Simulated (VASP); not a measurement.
SnSe:

```
Sn Se
1.0
    11.42000    0.00000    0.00000
     0.00000    4.19000    0.00000
     0.00000    0.00000    4.46000
Sn Se
4 4
Cartesian
  1.4047 1.0475 0.4059
  4.3053 3.1425 2.6359
  7.1147 1.0475 1.8241
  10.0153 3.1425 4.0541
  4.0769 1.0475 0.0714
  1.6331 3.1425 2.3014
  9.7869 1.0475 2.1586
  7.3431 3.1425 4.3886
```

- Program: VASP 6.6.1
- Task: relaxation of cell and atoms
- Functional: revPBE
- Dispersion: D3(BJ)
- Potentials or basis: VASP PAW PBE potentials, release 64 (Sn_d, Se)
- Cutoff: 500 eV
- k mesh: 2 × 5 × 5
- Occupations: gaussian, width 0.01 eV
- Spin: no spin polarisation

At the start: pressure -0.5 GPa; volume 26.68 Å³/atom.

Problem. How do energy, volume and symmetry change on relaxing?

Solution. Over 19 steps the energy falls by 11.2 meV/atom and the volume is 25.68 Å³/atom (-3.7 %); space group Pnma (No. 62, to 0.1 Å) before and after.

Step by step:
| step | energy change (eV) | largest force (eV/Å) | pressure (GPa) | volume (Å³) |
| --- | --- | --- | --- | --- |
| 1 | 0.0000 | 0.3472 | -0.49 | 213.41 |
| 2 | -0.0534 | 0.1795 | -0.35 | 210.84 |
| 3 | -0.0537 | 0.1719 | -0.33 | 210.63 |
| 4 | -0.0664 | 0.1659 | -0.04 | 208.61 |
| 5 | -0.0778 | 0.1431 | 0.74 | 203.74 |
| 6 | -0.0842 | 0.0677 | 0.44 | 204.01 |
| 7 | -0.0860 | 0.0529 | 0.17 | 204.26 |
| 8 | -0.0870 | 0.0542 | 0.08 | 204.70 |
| 9 | -0.0877 | 0.0605 | -0.17 | 205.99 |
| 10 | -0.0878 | 0.0586 | -0.10 | 205.64 |
| 11 | -0.0885 | 0.0388 | -0.04 | 205.60 |
| 12 | -0.0888 | 0.0329 | 0.03 | 205.56 |
| 13 | -0.0888 | 0.0361 | 0.04 | 205.55 |
| 14 | -0.0891 | 0.0298 | -0.01 | 205.73 |
| 15 | -0.0893 | 0.0197 | -0.11 | 206.04 |
| 16 | -0.0895 | 0.0188 | -0.08 | 205.90 |
| 17 | -0.0898 | 0.0166 | 0.00 | 205.51 |
| 18 | -0.0898 | 0.0161 | 0.02 | 205.43 |
| 19 | -0.0899 | 0.0084 | -0.01 | 205.46 |

Final structure:
```
Sn Se
1.0
    11.44415    0.00000    0.00000
     0.00000    4.14975    0.00000
     0.00000    0.00000    4.32631
Sn Se
4 4
Direct
  0.11643 0.25000 0.08554
  0.38357 0.75000 0.58554
  0.61643 0.25000 0.41446
  0.88357 0.75000 0.91446
  0.35618 0.25000 0.02030
  0.14382 0.75000 0.52030
  0.85618 0.25000 0.47970
  0.64382 0.75000 0.97970
```

Caveat: the PAW data sets were made with another functional, which shifts forces and pressure a little.
